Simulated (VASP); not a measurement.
# O in VASP: notebook, part 2 of 2

VASP 6.6.1.

**3. Single point, PBEsol (18.33 Å³/atom)**

This run uses another cell than the first one, of 18.33 Å³/atom.

Input file INCAR:

```
SYSTEM = O
PREC = Accurate
ENCUT = 520
EDIFF = 1E-6
ISMEAR = -1
SIGMA = 0.05
LREAL = .FALSE.
LASPH = .TRUE.
NELM = 60
ALGO = Normal
ISIF = 2
LWAVE = .FALSE.
LCHARG = .FALSE.
GGA = PS
NBANDS = 13
```

Input file KPOINTS:

```
Automatic mesh
0
G
  10 10 7
  0 0 0
```

Input file POSCAR:

```
O
1.0
    2.9073269111     -1.6950206086      0.0000000000
    2.9073269111      1.6950206086      0.0000000000
   -2.4414541381      0.0000000000      3.7185791300
O
2
Direct
    0.9745461700      0.9745461700      0.8444259800
    0.0254538300      0.0254538300      0.1555740200
```

Potentials or basis: VASP PAW PBE potentials, release 64 (O).

Started as:

```sh
$ cat potpaw_PBE.64/O/POTCAR > POTCAR
$ mpirun -np 1 vasp_std > vasp.out
```

OUTCAR:

```text
SYSTEM = O
   PREC = Accurate
   ENCUT = 520
   EDIFF = 1E-6
   ISMEAR = -1
   LREAL = .FALSE.
   LASPH = .TRUE.
   NELM = 60
   ISIF = 2
   GGA = PS

 ion  position               nearest neighbor table
   1  0.975  0.975  0.844-   2 1.25
   2  0.025  0.025  0.156-   1 1.25

  LATTYP: Found a base centered monoclinic cell.
 ALAT       =     5.8146538222
 B/A-ratio  =     0.5830168607
 C/A-ratio  =     0.7650377976
 COS(beta)  =    -0.5488350190

  Lattice vectors:

 A1 = (   2.9073269111,  -1.6950206086,   0.0000000000)
 A2 = (   2.9073269111,   1.6950206086,   0.0000000000)
 A3 = (  -2.4414541381,   0.0000000000,   3.7185791300)

Analysis of symmetry for initial positions (statically):
=====================================================================
 Subroutine PRICEL returns:
 Original cell was already a primitive cell.

 Routine SETGRP: Setting up the symmetry group for a
 base centered monoclinic supercell.

 Subroutine GETGRP returns: Found  4 space group operations
 (whereof  4 operations were pure point group operations)
 out of a pool of  4 trial point group operations.

The static configuration has the point symmetry C_2h.

Analysis of symmetry for dynamics (positions and initial velocities):
=====================================================================
 Subroutine PRICEL returns:
 Original cell was already a primitive cell.

 Routine SETGRP: Setting up the symmetry group for a
 base centered monoclinic supercell.

 Subroutine GETGRP returns: Found  4 space group operations
 (whereof  4 operations were pure point group operations)
 out of a pool of  4 trial point group operations.

The dynamic configuration has the point symmetry C_2h.

 Subroutine INISYM returns: Found  4 space group operations
 (whereof  4 operations are pure point group operations),
 and found     1 'primitive' translations

----------------------------------------------------------------------------------------

                                     Primitive cell

  volume of cell :      36.6502

  direct lattice vectors                    reciprocal lattice vectors
     2.907326911 -1.695020609  0.000000000     0.171979284 -0.294981664  0.112913970
     2.907326911  1.695020609  0.000000000     0.171979284  0.294981664  0.112913970
    -2.441454138  0.000000000  3.718579130     0.000000000  0.000000000  0.268919919

  length of vectors
     3.365359510  3.365359510  4.448429954     0.359639571  0.359639571  0.268919919

  position of ions in fractional coordinates (direct lattice)
     0.974546170  0.974546170  0.844425980
     0.025453830  0.025453830  0.155574020

  ion indices of the primitive-cell ions
   primitive index   ion index
                 1           1
                 2           2

----------------------------------------------------------------------------------------

 KPOINTS: Automatic mesh

Automatic generation of k-mesh.
 Grid dimensions read from file:
 generate k-points for:   10   10    7

 Generating k-lattice:

[... 21 lines left out ...]
  0.300000  0.000000  0.000000      4.000000
  0.400000  0.000000  0.000000      4.000000
  0.500000  0.000000  0.000000      2.000000
[... 16 lines left out ...]
  0.300000  0.300000  0.000000      2.000000
  0.400000  0.300000  0.000000      4.000000
 [... further k-points ...]
   k-points           NKPTS =    196   k-points in BZ     NKDIM =    196   number of bands    NBANDS=     13
   number of dos      NEDOS =    301   number of ions     NIONS =      2
   total plane-waves  NPLWV =  28224
   dimension x,y,z NGX =    28 NGY =   28 NGZ =   36
   dimension x,y,z NGXF=    56 NGYF=   56 NGZF=   72
   ions per type =               2
   NGX,Y,Z   is equivalent  to a cutoff of  13.83, 13.83, 13.45 a.u.
   NGXF,Y,Z  is equivalent  to a cutoff of  27.66, 27.66, 26.91 a.u.
 SYSTEM =  O
   PREC   = accura    normal or accurate (medium, high low for compatibility)
   ISTART =      0    job   : 0-new  1-cont  2-samecut
   ICHARG =      2    charge: 1-file 2-atom 10-const
   ISPIN  =      1    spin polarized calculation?
   LNONCOLLINEAR =      F non collinear calculations
   LSORBIT =      F    spin-orbit coupling
   LASPH  =      T    aspherical Exc in radial PAW
   ENCUT  =  520.0 eV  38.22 Ry    6.18 a.u.   6.26  6.26  8.27*2*pi/ulx,y,z
   NELM   =     60;   NELMIN=  2; NELMDL= -5     # of ELM steps
   EDIFF  = 0.1E-05   stopping-criterion for ELM
   LREAL  =      F    real-space projection
   EDIFFG = 0.1E-04   stopping-criterion for IOM
   NSW    =      0    number of steps for IOM
   IBRION =     -1    ionic relax: 0-MD 1-quasi-New 2-CG
   NFREE  =      0    steps in history (QN), initial steepest desc. (CG)
   ISIF   =      2    stress and relaxation
   ISYM   =      2    0-nonsym 1-usesym 2-fastsym
   POTIM  = 0.5000    time-step for ionic-motion
   TEBEG  =    0.0;   TEEND  =   0.0 temperature during run
   PSTRESS=    0.0 pullay stress
   NELECT =      12.0000    total number of electrons
   NUPDOWN=      -1.0000    fix difference up-down
   EMIN   =  10.00;   EMAX   =-10.00  energy-range for DOS
   EFERMI =   0.00;   METHOD = LEGACY
   ISMEAR =    -1;   SIGMA  =   0.05  broadening in eV -4-tet -1-fermi 0-gaus
   EFERMI_NEDOS =   21; number of points for ismear=-14 and -15
   IALGO  =     38    algorithm
   IMIX   =      4    mixing-type and parameters
     AMIX     =   0.40;   BMIX     =  1.00
     AMIX_MAG =   1.60;   BMIX_MAG =  1.00
  volume/ion in A,a.u.               =      18.33       123.66
  Fermi-wavevector in a.u.,A,eV,Ry     =   1.128349  2.132270 17.322537  1.273171
  Thomas-Fermi vector in A             =   2.265038
   LORBIT       =      0    0 simple, 1 ext, 2 COOP (PROOUT), +10 PAW based schemes
   GGA     = PS    functional components
   LHFCALC =     F    Hartree Fock is set to
   AEXX    =    0.0000 exact exchange contribution
   IVDW    =     0    specifies the selected vdW correction
   LEPSILON=     F    determine dielectric tensor
   LRPA    =     F    only Hartree local field effects (RPA)
 non-spin polarized calculation
  energy-cutoff  :      520.00
  volume of cell :       36.65
 maximum number of plane-waves:      1005
 NGX is ok and might be reduce to    28
   NGX = 13   NGY = 13   NGZ = 17

 number of electron      12.0000001 magnetization

 Free energy of the ion-electron system (eV)
  ---------------------------------------------------
  ext. energy  EPLUGINS =         0.00000000
  ---------------------------------------------------
  free energy    TOTEN  =        -9.46259129 eV

  energy without entropy =       -9.40409070  energy(sigma->0) =       -9.43334099

 E-fermi :  -2.2423     XC(G=0):  -7.2704

 val. band max:       -2.2426353720   @ k =   0.3000   0.3000   0.0000
 cond. band min:      -2.2413476784   @ k =   0.4000   0.3000   0.0000
 fundamental gap:      0.0012876935
 Fermi energy:        -2.2423348299

 k-point     1 :       0.0000    0.0000    0.0000
  band No.  band energies     occupation
      1     -28.0276      2.00000
      2     -15.9418      2.00000
      3      -9.7292      2.00000
      4      -8.1820      2.00000
      5      -8.1490      2.00000
      6      -2.3274      1.69147
      7      -2.0782      0.07234
      8       4.3714      0.00000
      9       7.4665      0.00000
     10      11.8085      0.00000
     11      12.9153      0.00000
     12      15.5940      0.00000
     13      16.5575      0.00000
[... 354 lines left out ...]
  band No.  band energies     occupation
      1     -27.9315      2.00000
      2     -16.0828      2.00000
      3      -9.4036      2.00000
      4      -8.7649      2.00000
      5      -8.4536      2.00000
      6      -2.2413      0.99013
      7      -1.9880      0.01228
      8       6.6320      0.00000
      9       7.6546      0.00000
     10       9.3402      0.00000
     11      10.9953      0.00000
     12      12.9274      0.00000
     13      15.3963      0.00000

 [... further k-points ...]

------------------------ aborting loop because EDIFF is reached ----------------------------------------

  FORCE on cell =-STRESS in cart. coord.  units (eV):
  Direction    XX          YY          ZZ          XY          YZ          ZX
  --------------------------------------------------------------------------------------
  -------------------------------------------------------------------------------------
  Total       -0.3621514     -0.7777994     -1.9459740      0.0000000      0.0000000      0.6891210
  in kB      -15.8316025    -34.0018309    -85.0690825      0.0000000      0.0000000     30.1252187
  external PRESSURE =     -44.9675053 kB  Pullay stress =       0.0000000 kB

 VOLUME and BASIS-vectors are now :
 -----------------------------------------------------------------------------
  energy-cutoff  :      520.00
  volume of cell :       36.65
      direct lattice vectors                 reciprocal lattice vectors
     2.907326911 -1.695020609  0.000000000     0.171979284 -0.294981664  0.112913970
     2.907326911  1.695020609  0.000000000     0.171979284  0.294981664  0.112913970
    -2.441454138  0.000000000  3.718579130     0.000000000  0.000000000  0.268919919

 POSITION                                       TOTAL-FORCE (eV/Angst)
 -----------------------------------------------------------------------------------
      3.60502      0.00000      3.14006        -0.601847      0.000000      1.132760
     -0.23182      0.00000      0.57851         0.601847      0.000000     -1.132760
 -----------------------------------------------------------------------------------
    total drift:                                0.000000      0.000000      0.000000

  FREE ENERGIE OF THE ION-ELECTRON SYSTEM (eV)
  ---------------------------------------------------
  free  energy   TOTEN  =        -9.4625912935 eV

  energy  without entropy=       -9.4040906964  energy(sigma->0) =       -9.43334099
```

It took 65 s on 1 thread of Intel Xeon Platinum 8375C at 2.90GHz (Ice Lake), shared host; peak memory 0.21 GiB.

What came out:

```yaml
Free_energy: -9.4626 eV
Pressure: -4.5 GPa
Largest_force: 1.283 eV/Å
Band_gap_on_the_k_mesh: zero (bands 6 and 7 overlap by 0.24 eV)
```

Forces on the atoms (eV/Å):
```
O   -0.602  0.000  1.133
O    0.602  0.000 -1.133
```

Stress tensor (GPa, compression positive):
```
-1.58  0.00  3.01
 0.00 -3.40  0.00
 3.01  0.00 -8.51
```

Caveat: the standard files for N, O and F lose accuracy on very short bonds; spin is off for a triplet molecule; the stress differs along the axes, from -9 to -2 GPa; this functional lacks dispersion, which holds the molecules together, so the pressure and a relaxed volume are unreliable; the PAW data sets were made with another functional, which shifts forces and pressure a little.

**4. Single point, PBEsol (atoms moved at random)**

Input file INCAR:

```
ALGO = Normal
EDIFF = 1E-7
ENCUT = 520
GGA = PS
ISIF = 2
ISMEAR = -1
LASPH = T
LCHARG = F
LREAL = F
LWAVE = F
NBANDS = 13
NELM = 100
PREC = Accurate
SIGMA = 0.05
```

Input file KPOINTS:

```
k-points
0
Gamma
  10 10 7
```

Input file POSCAR:

```
O
1.0
    2.8514028533     -1.6624159400      0.0000000000
    2.8514028533      1.6624159400      0.0000000000
   -2.3944914034      0.0000000000      3.6470501824
O
2
Direct
    0.9759870000      0.9781390000      0.8392170000
    0.0063250000      0.0450590000      0.1663370000
```

Potentials or basis: VASP PAW PBE potentials, release 64 (O).

Started as:

```sh
$ cat potpaw_PBE.64/O/POTCAR > POTCAR
$ mpirun -np 1 vasp_std > vasp.out
```

OUTCAR:

```text
EDIFF = 1E-7
   ENCUT = 520
   GGA = PS
   ISIF = 2
   ISMEAR = -1
   LASPH = T
   LREAL = F
   NELM = 100
   PREC = Accurate

 ion  position               nearest neighbor table
   1  0.976  0.978  0.839-   2 1.30
   2  0.006  0.045  0.166-   1 1.30

  LATTYP: Found a base centered monoclinic cell.
 ALAT       =     5.7028057066
 B/A-ratio  =     0.5830168607
[... 573 lines left out ...]
     12      13.6396      0.00000
     13      15.5241      0.00000

 [... further k-points ...]

------------------------ aborting loop because EDIFF is reached ----------------------------------------

  FORCE on cell =-STRESS in cart. coord.  units (eV):
  Direction    XX          YY          ZZ          XY          YZ          ZX
  --------------------------------------------------------------------------------------
  -------------------------------------------------------------------------------------
  Total       -0.8340299     -0.8271307     -5.0102260      0.0910771     -0.2331992      1.9189053
  in kB      -38.6475710    -38.3278712   -232.1656099      4.2203621    -10.8060674     88.9189076
  external PRESSURE =    -103.0470174 kB  Pullay stress =       0.0000000 kB

 VOLUME and BASIS-vectors are now :
 -----------------------------------------------------------------------------
  energy-cutoff  :      520.00
  volume of cell :       34.58
      direct lattice vectors                 reciprocal lattice vectors
     2.851402853 -1.662415940  0.000000000     0.175352283 -0.300767087  0.115128532
     2.851402853  1.662415940  0.000000000     0.175352283  0.300767087  0.115128532
    -2.394491403  0.000000000  3.647050182     0.000000000  0.000000000  0.274194198

 POSITION                                       TOTAL-FORCE (eV/Angst)
 -----------------------------------------------------------------------------------
      3.56250      0.00358      3.06067        -1.634376      0.217412      3.581932
     -0.25178      0.06439      0.60664         1.634376     -0.217412     -3.581932
 -----------------------------------------------------------------------------------
    total drift:                               -0.000003      0.000004      0.000028

  FREE ENERGIE OF THE ION-ELECTRON SYSTEM (eV)
  ---------------------------------------------------
  free  energy   TOTEN  =        -9.3472776367 eV

  energy  without entropy=       -9.2953100271  energy(sigma->0) =       -9.32129383
```

OSZICAR:

```text
N       E                     dE             d eps       ncg     rms          rms(c)
DAV:   1     0.409011192263E+02    0.40901E+02   -0.59967E+03  9216   0.817E+02
DAV:   2    -0.772397457973E+01   -0.48625E+02   -0.46889E+02 12108   0.173E+02
DAV:   3    -0.957945588876E+01   -0.18555E+01   -0.18135E+01 10373   0.319E+01
DAV:   4    -0.958698166767E+01   -0.75258E-02   -0.75233E-02 10521   0.242E+00
DAV:   5    -0.958701619729E+01   -0.34530E-04   -0.34529E-04 10577   0.157E-01    0.420E+00
DAV:   6    -0.939167636861E+01    0.19534E+00   -0.18364E-01 10007   0.370E+00    0.225E+00
DAV:   7    -0.934635981234E+01    0.45317E-01   -0.16513E-01 10032   0.345E+00    0.421E-01
DAV:   8    -0.934716215569E+01   -0.80234E-03   -0.13966E-02  9337   0.905E-01    0.123E-01
DAV:   9    -0.934725998892E+01   -0.97833E-04   -0.21412E-04 11140   0.122E-01    0.291E-02
DAV:  10    -0.934727615983E+01   -0.16171E-04   -0.60456E-05  9967   0.615E-02    0.147E-02
DAV:  11    -0.934727684262E+01   -0.68279E-06   -0.44504E-06 10887   0.184E-02    0.640E-03
DAV:  12    -0.934727761389E+01   -0.77127E-06   -0.32397E-06 10127   0.154E-02    0.185E-03
DAV:  13    -0.934727763674E+01   -0.22855E-07   -0.97894E-08  8547   0.273E-03
   1 F= -.93472776E+01 E0= -.93212938E+01  d E =-.519676E-01
```

It took 1.7 min on 1 thread of Intel Xeon Platinum 8375C at 2.90GHz (Ice Lake), shared host; peak memory 0.24 GiB.

Results:

| Property | Result |
| --- | --- |
| Free energy | -9.3473 eV |
| Pressure | -10.3 GPa |
| Largest force | 3.943 eV/Å |
| Band gap on the k mesh | zero (bands 6 and 7 overlap by 0.29 eV) |

Forces on the atoms (eV/Å):
```
O   -1.634  0.217  3.582
O    1.634 -0.217 -3.582
```

Stress tensor (GPa, compression positive):
```
 -3.86   0.42   8.89
  0.42  -3.83  -1.08
  8.89  -1.08 -23.22
```

Caveat: the cell differs from its parent crystal (atoms moved at random); spin is off for a triplet molecule; the stress differs along the axes, from -23 to -4 GPa; this functional lacks dispersion, which holds the molecules together, so the pressure and a relaxed volume are unreliable; the PAW data sets were made with another functional, which shifts forces and pressure a little.

**5. The runs side by side**

```tsv
cell	gap on the mesh (eV)	pressure (GPa)	largest force (eV/Å)
a = 3.344, b = 3.344, c = 4.420 Å, angles 118.3, 118.3, 60.5°, 2 atoms, atomic positions A	none	-3.7	0.77
a = 3.365, b = 3.365, c = 4.448 Å, angles 118.3, 118.3, 60.5°, 2 atoms, atomic positions A	none	-4.5	1.28
a = 3.301, b = 3.301, c = 4.363 Å, angles 118.3, 118.3, 60.5°, 2 atoms, atomic positions B	none	-10.3	3.94
```

Alike in all rows: task single point; level PBEsol; potentials or basis VASP PAW PBE potentials, release 64 (O); no spin polarisation; k mesh 10 × 10 × 7; cutoff (eV) 520; smearing fermi-dirac 0.05 eV.

Caveats: spin is off for a triplet molecule; this functional lacks dispersion, which holds the molecules together, so the pressure and a relaxed volume are unreliable; the PAW data sets were made with another functional, which shifts forces and pressure a little; the standard files for N, O and F lose accuracy on very short bonds (at least some runs); the stress differs along the axes, from -6 to -1 GPa (at least some runs); the stress differs along the axes, from -9 to -2 GPa (at least some runs); the stress differs along the axes, from -23 to -4 GPa (at least some runs).

Total energies depend on the potentials used, so only differences within one code and one set of settings carry meaning.
